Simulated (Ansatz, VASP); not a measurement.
**MnO2 in VASP and in Ansatz**

```
Mn O
1.0
     2.87681    0.00000    0.00000
    -1.43840    2.49139    0.00000
     0.00000    0.00000    5.44645
Mn O
1 2
Direct
  0.00000 0.00000 0.00000
  0.33333 0.66667 0.17537
  0.66667 0.33333 0.82463
```

Alike in both runs: task single point; functional PBE; k mesh 14 × 14 × 6; occupations tetrahedron; collinear spin.

```csv
,VASP,Ansatz
version,VASP 6.6.1,Ansatz 0.2.0
potentials or method,"VASP PAW PBE potentials, release 64 (Mn_pv, O), cutoff 520 eV","scalar-relativistic, plane waves, PAW"
valence electrons in the cell,25,27
```

Ansatz gave:

- gap on the k mesh at the Fermi level (eV): 1.02
- pressure (GPa): 0.0
- traceless stress, the component that is largest in VASP (GPa): 0.01
- rms of the force components (eV/Å): 0.000
- net moment per atom (μB): 1.00
- size of the moment on the site where the two differ most (μB): 2.52

Q: What did VASP give for the same quantities?

A: gap on the k mesh at the Fermi level (eV): 0.99; pressure (GPa): 0.8; traceless stress, the component that is largest in VASP (GPa): -0.34; rms of the force components (eV/Å): 0.041; net moment per atom (μB): 1.00; size of the moment on the site where the two differ most (μB): 2.85.

Site moments also hang on the region over which each program counts them. Atom by atom the forces differ by 0.041 eV/Å (rms over components). VASP's potentials hold 25 valence electrons a cell and Ansatz's 27, so a difference there can come from the potentials and not from the codes. Ansatz's warnings: band table not solved further, stability check not made, tetrahedron derivatives may miss energy slope.
